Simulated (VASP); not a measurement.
# Li2Se (Fm-3m) in VASP: single point with PBEsol

Aim: the single point of Li2Se with PBEsol.

Everything below comes from runs of VASP 6.6.1. Logs are shortened: lines on timing, memory, paths and dates and some standing lists are left out, and cuts for length are marked.

## 1. The cell of the first run

Symmetry: Fm-3m, No. 225, cubic system. The conventional cell has a = 5.945 Å, b = 5.945 Å, c = 5.945 Å, α = 90.00°, β = 90.00°, γ = 90.00°. Within 3.4 Å of Li (site symmetry -43m) lie 4 Se at 2.57 Å and 6 Li at 2.97 Å. Within 3.4 Å of Se (site symmetry m-3m) lie 8 Li at 2.57 Å.

## 2. Single point, PBEsol

INCAR

```
SYSTEM = Li2Se
PREC     = Accurate       ! precision mode
ENCUT    = 750            ! plane-wave cutoff, eV
EDIFF    = 1E-6           ! SCF threshold, eV
ISMEAR   = -1             ! smearing method
SIGMA    = 0.05           ! smearing width, eV
LREAL    = .FALSE.        ! projectors in reciprocal space
LASPH    = .TRUE.         ! aspherical terms in the spheres
NELM     = 120            ! most SCF steps
ALGO     = Normal         ! electronic algorithm
ISIF     = 2              ! what is computed and relaxed
LWAVE    = .FALSE.        ! write WAVECAR
LCHARG   = .FALSE.        ! write CHGCAR
GGA      = PS             ! functional
NBANDS   = 13             ! bands
GGA_COMPAT= .FALSE.
```

KPOINTS

```
Automatic mesh
0
G
  12 12 12
  0 0 0
```

POSCAR

```
Li2Se
1.0
    2.9723716028      2.9723716028      0.0000000000
   -2.9723716028      2.9723716028      0.0000000000
    0.0000000000      2.9723716028      2.9723716028
Li Se
2 1
Direct
    0.2500000000      0.7500000000      0.5000000000
    0.7500000000      0.2500000000      0.5000000000
    0.0000000000      0.0000000000      0.0000000000
```

Potentials or basis: VASP PAW PBE potentials, release 64 (Li_sv, Se).

Run with:

```console
$ cat potpaw_PBE.64/Li_sv/POTCAR potpaw_PBE.64/Se/POTCAR > POTCAR
$ mpirun -np 1 vasp_std > vasp.out
```

OUTCAR:

```text
SYSTEM = Li2Se
   PREC = Accurate
   ENCUT = 750
   EDIFF = 1E-6
   ISMEAR = -1
   LREAL = .FALSE.
   LASPH = .TRUE.
   NELM = 120
   ISIF = 2
   GGA = PS

 ion  position               nearest neighbor table
   1  0.250  0.750  0.500-   3 2.57   3 2.57   3 2.57   3 2.57
   2  0.750  0.250  0.500-   3 2.57   3 2.57   3 2.57   3 2.57
   3  0.000  0.000  0.000-   2 2.57   1 2.57   1 2.57   2 2.57   1 2.57   2 2.57   2 2.57   1 2.57

  LATTYP: Found a face centered cubic cell.
 ALAT       =     5.9447432056

  Lattice vectors:

 A1 = (   0.0000000000,   2.9723716028,   2.9723716028)
 A2 = (   2.9723716028,   0.0000000000,   2.9723716028)
 A3 = (   2.9723716028,   2.9723716028,   0.0000000000)

Analysis of symmetry for initial positions (statically):
=====================================================================
 Subroutine PRICEL returns:
 Original cell was already a primitive cell.

 Routine SETGRP: Setting up the symmetry group for a
 face centered cubic supercell.

 Subroutine GETGRP returns: Found 48 space group operations
 (whereof 48 operations were pure point group operations)
 out of a pool of 48 trial point group operations.

The static configuration has the point symmetry O_h .

Analysis of symmetry for dynamics (positions and initial velocities):
=====================================================================
 Subroutine PRICEL returns:
 Original cell was already a primitive cell.

 Routine SETGRP: Setting up the symmetry group for a
 face centered cubic supercell.

 Subroutine GETGRP returns: Found 48 space group operations
 (whereof 48 operations were pure point group operations)
 out of a pool of 48 trial point group operations.

The dynamic configuration has the point symmetry O_h .

 Subroutine INISYM returns: Found 48 space group operations
 (whereof 48 operations are pure point group operations),
 and found     1 'primitive' translations

----------------------------------------------------------------------------------------

                                     Primitive cell

  volume of cell :      52.5218

  direct lattice vectors                    reciprocal lattice vectors
     2.972371603  2.972371603  0.000000000     0.168215845  0.168215845 -0.168215845
    -2.972371603  2.972371603  0.000000000    -0.168215845  0.168215845 -0.168215845
     0.000000000  2.972371603  2.972371603     0.000000000  0.000000000  0.336431689

  length of vectors
     4.203568233  4.203568233  4.203568233     0.291358390  0.291358390  0.336431689

  position of ions in fractional coordinates (direct lattice)
     0.250000000  0.750000000  0.500000000
     0.750000000  0.250000000  0.500000000
     0.000000000  0.000000000  0.000000000

  ion indices of the primitive-cell ions
   primitive index   ion index
                 1           1
                 2           2
                 3           3

----------------------------------------------------------------------------------------

 KPOINTS: Automatic mesh

Automatic generation of k-mesh.
 Grid dimensions read from file:
 generate k-points for:   12   12   12

 Generating k-lattice:

  Cartesian coordinates                     Fractional coordinates (reciprocal lattice)
     0.014017987  0.014017987 -0.014017987     0.083333333  0.000000000  0.000000000
    -0.014017987  0.014017987 -0.014017987     0.000000000  0.083333333  0.000000000
     0.000000000  0.000000000  0.028035974     0.000000000  0.000000000  0.083333333

  Length of vectors
     0.024279866  0.024279866  0.028035974

  Shift w.r.t. Gamma in fractional coordinates (k-lattice)
     0.000000000  0.000000000  0.000000000

 Subroutine IBZKPT returns following result:
 ===========================================

 Found     72 irreducible k-points:

 Following reciprocal coordinates:
            Coordinates               Weight
  0.000000  0.000000  0.000000      1.000000
  0.083333  0.000000  0.000000      8.000000
  0.166667  0.000000  0.000000      8.000000
  0.250000  0.000000  0.000000      8.000000
  0.333333  0.000000  0.000000      8.000000
  0.416667  0.000000  0.000000      8.000000
[... 16 lines left out ...]
  0.500000  0.166667  0.000000     24.000000
 -0.416667  0.166667  0.000000     24.000000
 [... further k-points ...]
   k-points           NKPTS =     72   k-points in BZ     NKDIM =     72   number of bands    NBANDS=     13
   number of dos      NEDOS =    301   number of ions     NIONS =      3
   total plane-waves  NPLWV =  64000
   dimension x,y,z NGX =    40 NGY =   40 NGZ =   40
   dimension x,y,z NGXF=    80 NGYF=   80 NGZF=   80
   ions per type =               2   1
   NGX,Y,Z   is equivalent  to a cutoff of  15.82, 15.82, 15.82 a.u.
   NGXF,Y,Z  is equivalent  to a cutoff of  31.64, 31.64, 31.64 a.u.
 SYSTEM =  Li2Se
   PREC   = accura    normal or accurate (medium, high low for compatibility)
   ISTART =      0    job   : 0-new  1-cont  2-samecut
   ICHARG =      2    charge: 1-file 2-atom 10-const
   ISPIN  =      1    spin polarized calculation?
   LNONCOLLINEAR =      F non collinear calculations
   LSORBIT =      F    spin-orbit coupling
   LASPH  =      T    aspherical Exc in radial PAW
   ENCUT  =  750.0 eV  55.12 Ry    7.42 a.u.   9.39  9.39  9.39*2*pi/ulx,y,z
   NELM   =    120;   NELMIN=  2; NELMDL= -5     # of ELM steps
   EDIFF  = 0.1E-05   stopping-criterion for ELM
   LREAL  =      F    real-space projection
[... 7 lines left out ...]
   TEBEG  =    0.0;   TEEND  =   0.0 temperature during run
   PSTRESS=    0.0 pullay stress
   NELECT =      12.0000    total number of electrons
   NUPDOWN=      -1.0000    fix difference up-down
   EMIN   =  10.00;   EMAX   =-10.00  energy-range for DOS
   EFERMI =   0.00;   METHOD = LEGACY
   ISMEAR =    -1;   SIGMA  =   0.05  broadening in eV -4-tet -1-fermi 0-gaus
   EFERMI_NEDOS =   21; number of points for ismear=-14 and -15
   IALGO  =     38    algorithm
   IMIX   =      4    mixing-type and parameters
     AMIX     =   0.40;   BMIX     =  1.00
     AMIX_MAG =   1.60;   BMIX_MAG =  1.00
  volume/ion in A,a.u.               =      17.51       118.14
  Fermi-wavevector in a.u.,A,eV,Ry     =   1.000819  1.891273 13.628117  1.001638
  Thomas-Fermi vector in A             =   2.133200
   LORBIT       =      0    0 simple, 1 ext, 2 COOP (PROOUT), +10 PAW based schemes
   GGA     = PS    functional components
   LHFCALC =     F    Hartree Fock is set to
   AEXX    =    0.0000 exact exchange contribution
   IVDW    =     0    specifies the selected vdW correction
   LEPSILON=     F    determine dielectric tensor
   LRPA    =     F    only Hartree local field effects (RPA)
 non-spin polarized calculation
  energy-cutoff  :      750.00
  volume of cell :       52.52
 maximum number of plane-waves:      2475
 NGX is ok and might be reduce to    40
   NGX = 19   NGY = 19   NGZ = 19

 number of electron      12.0000000 magnetization

 Free energy of the ion-electron system (eV)
  ---------------------------------------------------
  ext. energy  EPLUGINS =         0.00000000
  ---------------------------------------------------
  free energy    TOTEN  =       -11.55991852 eV

  energy without entropy =      -11.55991852  energy(sigma->0) =      -11.55991852

 E-fermi :   2.1143     XC(G=0):  -8.4924

 val. band max:        1.0913152521   @ k =   0.0000   0.0000   0.0000
 cond. band min:       3.8998851921   @ k =   0.5000   0.5000   0.0000
 fundamental gap:      2.8085699400
 Fermi energy:         2.1143426445

 k-point     1 :       0.0000    0.0000    0.0000
  band No.  band energies     occupation
      1     -42.8803      2.00000
      2     -42.8513      2.00000
      3     -10.3998      2.00000
      4       1.0913      2.00000
      5       1.0913      2.00000
      6       1.0913      2.00000
      7       4.4558      0.00000
      8       6.6710      0.00000
      9       6.6710      0.00000
     10       6.6710      0.00000
     11      11.7228      0.00000
     12      11.7228      0.00000
     13      12.0162      0.00000

 k-point     2 :       0.0833    0.0000    0.0000
  band No.  band energies     occupation
      1     -42.8797      2.00000
      2     -42.8518      2.00000
      3     -10.3764      2.00000
      4       0.7474      2.00000
      5       1.0457      2.00000
      6       1.0457      2.00000
      7       4.7191      0.00000
      8       6.7845      0.00000
      9       6.7845      0.00000
     10       6.8470      0.00000
     11      10.8484      0.00000
     12      10.8484      0.00000
     13      12.0625      0.00000

 k-point     3 :       0.1667    0.0000    0.0000
  band No.  band energies     occupation
      1     -42.8782      2.00000
      2     -42.8531      2.00000
      3     -10.3108      2.00000
      4       0.0136      2.00000
      5       0.9289      2.00000
      6       0.9289      2.00000
      7       5.2010      0.00000
      8       7.0439      0.00000
      9       7.0439      0.00000
     10       7.3463      0.00000
     11      10.2056      0.00000
     12      10.2056      0.00000
     13      12.2209      0.00000
[... 305 lines left out ...]
 k-point    23 :       0.5000    0.1667    0.0000
  band No.  band energies     occupation
      1     -42.8676      2.00000
      2     -42.8628      2.00000
      3      -9.9821      2.00000
      4      -1.7139      2.00000
      5       0.0408      2.00000
      6       0.2477      2.00000
      7       6.0453      0.00000
      8       7.4092      0.00000
      9       7.8580      0.00000
     10       9.0365      0.00000
     11      11.1530      0.00000
     12      12.6449      0.00000
     13      13.8122      0.00000

 k-point    24 :      -0.4167    0.1667    0.0000
  band No.  band energies     occupation
      1     -42.8709      2.00000
      2     -42.8597      2.00000
      3     -10.0378      2.00000
      4      -1.4290      2.00000
      5       0.2067      2.00000
      6       0.2256      2.00000
      7       5.8557      0.00000
      8       7.5223      0.00000
      9       8.0134      0.00000
     10       8.2258      0.00000
     11      10.8126      0.00000
     12      12.8033      0.00000
     13      13.6914      0.00000

 [... further k-points ...]

------------------------ aborting loop because EDIFF is reached ----------------------------------------

  FORCE on cell =-STRESS in cart. coord.  units (eV):
  Direction    XX          YY          ZZ          XY          YZ          ZX
  --------------------------------------------------------------------------------------
  -------------------------------------------------------------------------------------
  Total        0.0073326      0.0073326      0.0073326      0.0000000     -0.0000000     -0.0000000
  in kB        0.2236801      0.2236801      0.2236801      0.0000000     -0.0000000     -0.0000000
  external PRESSURE =       0.2236801 kB  Pullay stress =       0.0000000 kB

 VOLUME and BASIS-vectors are now :
 -----------------------------------------------------------------------------
  energy-cutoff  :      750.00
  volume of cell :       52.52
      direct lattice vectors                 reciprocal lattice vectors
     2.972371603  2.972371603  0.000000000     0.168215845  0.168215845 -0.168215845
    -2.972371603  2.972371603  0.000000000    -0.168215845  0.168215845 -0.168215845
     0.000000000  2.972371603  2.972371603     0.000000000  0.000000000  0.336431689

 POSITION                                       TOTAL-FORCE (eV/Angst)
 -----------------------------------------------------------------------------------
     -1.48619      4.45856      1.48619        -0.000000     -0.000000      0.000000
      1.48619      4.45856      1.48619         0.000000      0.000000     -0.000000
      0.00000      0.00000      0.00000        -0.000000     -0.000000      0.000000
 -----------------------------------------------------------------------------------
    total drift:                                0.000000      0.000000     -0.000000

  FREE ENERGIE OF THE ION-ELECTRON SYSTEM (eV)
  ---------------------------------------------------
  free  energy   TOTEN  =       -11.5599185226 eV

  energy  without entropy=      -11.5599185226  energy(sigma->0) =      -11.55991852
```

Wall time 2 min (1 thread of Intel Xeon Platinum 8259CL at 2.50GHz (Skylake/Cascade Lake), shared host); peak memory 0.28 GiB.

What came out:

```yaml
Free_energy: -11.5599 eV
Pressure: 0.0 GPa
Band_gap_on_the_k_mesh: 2.81 eV (least direct gap 3.36 eV)
```

Caveat: the PAW data sets were made with another functional, which shifts forces and pressure a little.
